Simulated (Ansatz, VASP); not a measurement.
TaN in VASP and in Ansatz

```
Ta N
1.0
     3.19376    0.00000    0.00000
    -1.59688    2.76588    0.00000
     0.00000    0.00000    5.70597
Ta N
2 2
Cartesian
  0.0000 1.8439 0.1740
  1.5969 0.9220 3.0270
  0.0000 1.8439 2.0228
  1.5969 0.9220 4.8758
```

Alike in both runs: task single point; functional PBE; k mesh 18 × 18 × 8; occupations gaussian, width 0.15 eV; no spin polarisation.

|  | VASP | Ansatz |
| --- | --- | --- |
| version | VASP 6.6.1 | Ansatz 0.2.0 |
| potentials or method | VASP PAW PBE potentials, release 64 (Ta_pv, N), cutoff 520 eV | scalar-relativistic, plane waves, PAW |
| valence electrons in the cell | 32 | 36 |

|  | VASP | Ansatz | Ansatz less VASP |
| --- | --- | --- | --- |
| gap on the k mesh at the Fermi level (eV) | none | none | - |
| pressure (GPa) | 20.0 | 19.0 | -0.99 |
| traceless stress, the component that is largest in VASP (GPa) | 30.76 | 29.81 | -0.953 |
| rms of the force components (eV/Å) | 1.459 | 1.401 | -0.0574 |

Atom by atom the forces differ by 0.057 eV/Å (rms over components). A gap of «none» marks a metal or a gap that the smearing closes. The functional is the same, so the differences come from potentials, cutoffs and numerics. VASP's potentials hold 32 valence electrons a cell and Ansatz's 36, so a difference there can come from the potentials and not from the codes.

Neither program's run includes spin-orbit coupling.
